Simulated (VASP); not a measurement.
# PbO (P4/nmm) in VASP: a series of runs, part 2 of 2

VASP 6.6.1.

### 4 Single point, LDA (volume scaled by 1.01)

INCAR reads:

```
PREC = Accurate
ENCUT = 520
EDIFF = 1E-6
ISMEAR = -1
SIGMA = 0.03
LREAL = F
LASPH = T
NELM = 80
ALGO = Normal
ISIF = 2
LWAVE = F
LCHARG = T
GGA = CA
LELF = T
LVHAR = T
NBANDS = 28
```

KPOINTS reads:

```
Automatic mesh
0
Gamma
  7 7 6
```

POSCAR reads:

```
PbO
1.0
    3.9876040837      0.0000000000      0.0000000000
    0.0000000000      3.9876040837      0.0000000000
    0.0000000000      0.0000000000      5.0386845080
Pb O
2 2
Direct
    0.0000000000      0.5000000000      0.2351000000
    0.5000000000      0.0000000000      0.7649000000
    0.0000000000      0.0000000000      0.0000000000
    0.5000000000      0.5000000000      0.0000000000
```

Potentials or basis: VASP PAW LDA potentials, release 64 (Pb_d, O).

Started as:

```
$ cat potpaw_LDA.64/Pb_d/POTCAR potpaw_LDA.64/O/POTCAR > POTCAR
$ mpirun -np 1 vasp_std > vasp.out
```

OUTCAR:

```text
PREC = Accurate
   ENCUT = 520
   EDIFF = 1E-6
   ISMEAR = -1
   LREAL = F
   LASPH = T
   NELM = 80
   ISIF = 2
   GGA = CA

 ion  position               nearest neighbor table
   1  0.000  0.500  0.235-   3 2.32   4 2.32   3 2.32   4 2.32   2 3.68   2 3.68   2 3.68   2 3.68
                             2 3.88   2 3.88   2 3.88   2 3.88
   2  0.500  0.000  0.765-   3 2.32   4 2.32   4 2.32   3 2.32   1 3.68   1 3.68   1 3.68   1 3.68
                             1 3.88   1 3.88   1 3.88   1 3.88
   3  0.000  0.000  0.000-   1 2.32   2 2.32   1 2.32   2 2.32
   4  0.500  0.500  0.000-   1 2.32   2 2.32   2 2.32   1 2.32

  LATTYP: Found a simple tetragonal cell.
 ALAT       =     3.9876040837
 C/A-ratio  =     1.2635869565

  Lattice vectors:

 A1 = (   3.9876040837,   0.0000000000,   0.0000000000)
 A2 = (   0.0000000000,   3.9876040837,   0.0000000000)
 A3 = (   0.0000000000,   0.0000000000,   5.0386845080)

Analysis of symmetry for initial positions (statically):
=====================================================================
 Subroutine PRICEL returns:
 Original cell was already a primitive cell.

 Routine SETGRP: Setting up the symmetry group for a
 simple tetragonal supercell.

 Subroutine GETGRP returns: Found 16 space group operations
 (whereof  8 operations were pure point group operations)
 out of a pool of 16 trial point group operations.

The static configuration has the point symmetry D_2d.
 The point group associated with its full space group is D_4h.

Analysis of symmetry for dynamics (positions and initial velocities):
=====================================================================
 Subroutine PRICEL returns:
 Original cell was already a primitive cell.

 Routine SETGRP: Setting up the symmetry group for a
 simple tetragonal supercell.

 Subroutine GETGRP returns: Found 16 space group operations
 (whereof  8 operations were pure point group operations)
 out of a pool of 16 trial point group operations.

The dynamic configuration has the point symmetry D_2d.
 The point group associated with its full space group is D_4h.

 Subroutine INISYM returns: Found 16 space group operations
 (whereof  8 operations are pure point group operations),
 and found     1 'primitive' translations

----------------------------------------------------------------------------------------

                                     Primitive cell

  volume of cell :      80.1201

  direct lattice vectors                    reciprocal lattice vectors
     3.987604084  0.000000000  0.000000000     0.250777153  0.000000000  0.000000000
     0.000000000  3.987604084  0.000000000     0.000000000  0.250777153  0.000000000
     0.000000000  0.000000000  5.038684508     0.000000000  0.000000000  0.198464500

  length of vectors
     3.987604084  3.987604084  5.038684508     0.250777153  0.250777153  0.198464500

  position of ions in fractional coordinates (direct lattice)
     0.000000000  0.500000000  0.235100000
     0.500000000  0.000000000  0.764900000
     0.000000000  0.000000000  0.000000000
     0.500000000  0.500000000  0.000000000

  ion indices of the primitive-cell ions
   primitive index   ion index
                 1           1
                 2           2
                 3           3
                 4           4

----------------------------------------------------------------------------------------

 KPOINTS: Automatic mesh

Automatic generation of k-mesh.
 Grid dimensions read from file:
 generate k-points for:    7    7    6

 Generating k-lattice:

  Cartesian coordinates                     Fractional coordinates (reciprocal lattice)
     0.035825308  0.000000000  0.000000000     0.142857143  0.000000000  0.000000000
     0.000000000  0.035825308  0.000000000     0.000000000  0.142857143  0.000000000
     0.000000000  0.000000000  0.033077417     0.000000000  0.000000000  0.166666667

  Length of vectors
     0.035825308  0.035825308  0.033077417

  Shift w.r.t. Gamma in fractional coordinates (k-lattice)
     0.000000000  0.000000000  0.000000000

 Subroutine IBZKPT returns following result:
 ===========================================

 Found     40 irreducible k-points:

 Following reciprocal coordinates:
            Coordinates               Weight
  0.000000  0.000000  0.000000      1.000000
  0.142857  0.000000  0.000000      4.000000
  0.285714  0.000000  0.000000      4.000000
  0.428571  0.000000  0.000000      4.000000
  0.142857  0.142857  0.000000      4.000000
  0.285714  0.142857  0.000000      8.000000
[... 16 lines left out ...]
  0.285714  0.000000  0.333333      8.000000
  0.428571  0.000000  0.333333      8.000000
 [... further k-points ...]
   k-points           NKPTS =     40   k-points in BZ     NKDIM =     40   number of bands    NBANDS=     28
   number of dos      NEDOS =    301   number of ions     NIONS =      4
   total plane-waves  NPLWV =  36000
   dimension x,y,z NGX =    30 NGY =   30 NGZ =   40
   dimension x,y,z NGXF=    60 NGYF=   60 NGZF=   80
   ions per type =               2   2
   NGX,Y,Z   is equivalent  to a cutoff of  12.51, 12.51, 13.20 a.u.
   NGXF,Y,Z  is equivalent  to a cutoff of  25.01, 25.01, 26.40 a.u.
 SYSTEM =  unknown system
   PREC   = accura    normal or accurate (medium, high low for compatibility)
   ISTART =      0    job   : 0-new  1-cont  2-samecut
   ICHARG =      2    charge: 1-file 2-atom 10-const
   ISPIN  =      1    spin polarized calculation?
   LNONCOLLINEAR =      F non collinear calculations
   LSORBIT =      F    spin-orbit coupling
   LASPH  =      T    aspherical Exc in radial PAW
   ENCUT  =  520.0 eV  38.22 Ry    6.18 a.u.   7.41  7.41  9.37*2*pi/ulx,y,z
   NELM   =     80;   NELMIN=  2; NELMDL= -5     # of ELM steps
   EDIFF  = 0.1E-05   stopping-criterion for ELM
   LREAL  =      F    real-space projection
   EDIFFG = 0.1E-04   stopping-criterion for IOM
   NSW    =      0    number of steps for IOM
   IBRION =     -1    ionic relax: 0-MD 1-quasi-New 2-CG
   NFREE  =      0    steps in history (QN), initial steepest desc. (CG)
   ISIF   =      2    stress and relaxation
   ISYM   =      2    0-nonsym 1-usesym 2-fastsym
   POTIM  = 0.5000    time-step for ionic-motion
   TEBEG  =    0.0;   TEEND  =   0.0 temperature during run
   PSTRESS=    0.0 pullay stress
   NELECT =      40.0000    total number of electrons
   NUPDOWN=      -1.0000    fix difference up-down
   EMIN   =  10.00;   EMAX   =-10.00  energy-range for DOS
   EFERMI =   0.00;   METHOD = LEGACY
   ISMEAR =    -1;   SIGMA  =   0.03  broadening in eV -4-tet -1-fermi 0-gaus
   EFERMI_NEDOS =   21; number of points for ismear=-14 and -15
   IALGO  =     38    algorithm
   IMIX   =      4    mixing-type and parameters
     AMIX     =   0.40;   BMIX     =  1.00
     AMIX_MAG =   1.60;   BMIX_MAG =  1.00
  volume/ion in A,a.u.               =      20.03       135.17
  Fermi-wavevector in a.u.,A,eV,Ry     =   1.298717  2.454219 22.948471  1.686665
  Thomas-Fermi vector in A             =   2.430027
   LORBIT       =      0    0 simple, 1 ext, 2 COOP (PROOUT), +10 PAW based schemes
   GGA     = CA    functional components
   LHFCALC =     F    Hartree Fock is set to
   AEXX    =    0.0000 exact exchange contribution
   IVDW    =     0    specifies the selected vdW correction
   LEPSILON=     F    determine dielectric tensor
   LRPA    =     F    only Hartree local field effects (RPA)
 non-spin polarized calculation
  energy-cutoff  :      520.00
  volume of cell :       80.12
 maximum number of plane-waves:      2199
 NGX is ok and might be reduce to    30
   NGX = 15   NGY = 15   NGZ = 19

 number of electron      40.0000000 magnetization

 Free energy of the ion-electron system (eV)
  ---------------------------------------------------
  ext. energy  EPLUGINS =         0.00000000
  ---------------------------------------------------
  free energy    TOTEN  =       -24.38437461 eV

  energy without entropy =      -24.38437461  energy(sigma->0) =      -24.38437461

 E-fermi :   5.3959     XC(G=0): -10.2504

 val. band max:        4.7250972156   @ k =   0.1429   0.0000   0.0000
 cond. band min:       6.1828567964   @ k =   0.4286   0.4286   0.0000
 fundamental gap:      1.4577595807
 Fermi energy:         5.3959002188

 k-point     1 :       0.0000    0.0000    0.0000
  band No.  band energies     occupation
      1     -13.3882      2.00000
      2     -12.8953      2.00000
      3     -11.2066      2.00000
      4     -11.2066      2.00000
      5     -11.1385      2.00000
      6     -11.1253      2.00000
[... 20 lines left out ...]
     27      12.1873      0.00000
[... 691 lines left out ...]
      6     -11.0894      2.00000
[... 20 lines left out ...]
     27      13.9500      0.00000
     28      14.7040      0.00000

 [... further k-points ...]
[... 5 lines left out ...]
  --------------------------------------------------------------------------------------
  -------------------------------------------------------------------------------------
  Total       -1.3157365     -1.3157365     -1.0020814      0.0000000      0.0000000      0.0000000
  in kB      -26.3110549    -26.3110549    -20.0388299      0.0000000      0.0000000      0.0000000
  external PRESSURE =     -24.2203132 kB  Pullay stress =       0.0000000 kB

 VOLUME and BASIS-vectors are now :
 -----------------------------------------------------------------------------
  energy-cutoff  :      520.00
  volume of cell :       80.12
      direct lattice vectors                 reciprocal lattice vectors
     3.987604084  0.000000000  0.000000000     0.250777153  0.000000000  0.000000000
     0.000000000  3.987604084  0.000000000     0.000000000  0.250777153  0.000000000
     0.000000000  0.000000000  5.038684508     0.000000000  0.000000000  0.198464500

 POSITION                                       TOTAL-FORCE (eV/Angst)
 -----------------------------------------------------------------------------------
      0.00000      1.99380      1.18459        -0.000000      0.000000     -0.227754
      1.99380      0.00000      3.85409         0.000000      0.000000      0.227754
      0.00000      0.00000      0.00000         0.000000      0.000000      0.000000
      1.99380      1.99380      0.00000         0.000000     -0.000000      0.000000
 -----------------------------------------------------------------------------------
    total drift:                                0.000000      0.000000     -0.000000

  FREE ENERGIE OF THE ION-ELECTRON SYSTEM (eV)
  ---------------------------------------------------
  free  energy   TOTEN  =       -24.3843746116 eV

  energy  without entropy=      -24.3843746116  energy(sigma->0) =      -24.38437461
```

It took 63 s on 1 thread of Intel Xeon Platinum 8488C (Sapphire Rapids), shared host; peak memory 0.2 GiB.

What came out:

* Free energy: -24.3844 eV
* Pressure: -2.4 GPa
* Largest force: 0.228 eV/Å
* Band gap on the k mesh: 1.46 eV, indirect (least direct gap 2.21 eV)

Forces on the atoms (eV/Å):
```
Pb   0.000  0.000 -0.228
Pb   0.000  0.000  0.228
O    0.000  0.000  0.000
O    0.000  0.000  0.000
```

Caveat: spin-orbit coupling is left out, which moves the levels of the heavy elements. A k mesh can miss the band edges.

### 5 Summary

```csv
cell,gap on the mesh (eV),pressure (GPa),largest force (eV/Å)
"a = 3.893, b = 3.893, c = 4.919 Å, 4 atoms",1.34,4.3,0.83
"a = 3.948, b = 3.948, c = 4.988 Å, 4 atoms",1.41,0.1,0.19
"a = 3.988, b = 3.988, c = 5.039 Å, 4 atoms",1.46,-2.4,0.23
```

Alike in all rows: task single point; level LDA; potentials or basis VASP PAW LDA potentials, release 64 (Pb_d, O); no spin polarisation; k mesh 7 × 7 × 6; cutoff (eV) 520; smearing fermi-dirac 0.03 eV.

Caveats: spin-orbit coupling is left out, which moves the levels of the heavy elements.

Absolute energies hang on the potentials; compare differences alone.
